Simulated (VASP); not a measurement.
**Si2Bi2S: single point with PBE**

Si2Bi2S:

```
CELL_PARAMETERS angstrom
4.21681 0.00000 0.00000
-2.10841 3.65187 0.00000
0.00000 0.00000 7.36372
ATOMIC_POSITIONS crystal
Si 0.00000 0.00000 0.85848
Si 0.00000 0.00000 0.14152
Bi 0.33333 0.66667 0.00000
Bi 0.00000 0.00000 0.50000
S 0.66667 0.33333 0.00000
```

The cell was generated, and may not be a known phase.

- Program: VASP 6.6.1
- Task: single point
- Functional: PBE
- Potentials or basis: VASP PAW PBE potentials, release 64 (Si, Bi_d, S)
- Cutoff: 520 eV
- k mesh: 6 × 6 × 4
- Occupations: gaussian, width 0.1 eV
- Spin: no spin polarisation

| Item | Value |
| --- | --- |
| Pressure | 34.3 GPa |
| Largest force | 4.477 eV/Å |
| Band gap on the k mesh | zero (bands 22 and 23 overlap by 2.22 eV) |

Forces on the atoms (eV/Å):
```
Si   0.000  0.000 -4.477
Si   0.000  0.000  4.477
Bi   0.000  0.000  0.000
Bi   0.000  0.000  0.000
S    0.000  0.000  0.000
```

Stress tensor (GPa, compression positive):
```
38.77  0.00  0.00
 0.00 38.77  0.00
 0.00  0.00 25.21
```

Levels at points of the mesh, in eV from the Fermi level:
```
           k point  band 18  band 19  band 20  band 21  band 22  band 23  band 24  band 25  band 26  band 27
(0.00, 0.00, 0.00)    -4.50    -4.50    -3.07    -1.04     1.09     1.18     1.18     1.56     1.56     3.58
(0.50, 0.00, 0.00)    -2.44    -1.77    -0.66     0.00     0.25     0.41     1.25     1.83     2.14     3.47
(0.00, 0.00, 0.50)    -4.48    -4.48    -4.41    -0.73     0.29     0.29     2.45     3.13     3.13     4.75
(0.50, 0.00, 0.50)    -4.34    -1.95    -0.62    -0.58    -0.33     1.05     1.64     2.33     3.08     3.34
```

Wall time 110 s on 1 thread of Intel Xeon 8259CL, on a shared host, peak memory 0.26 GiB.

Caveat: the stress differs along the axes, from 25 to 39 GPa; spin-orbit coupling is left out, which moves the levels of the heavy elements; forces of over 1 eV/Å act on the atoms, so gaps and moduli don't describe the material at rest.
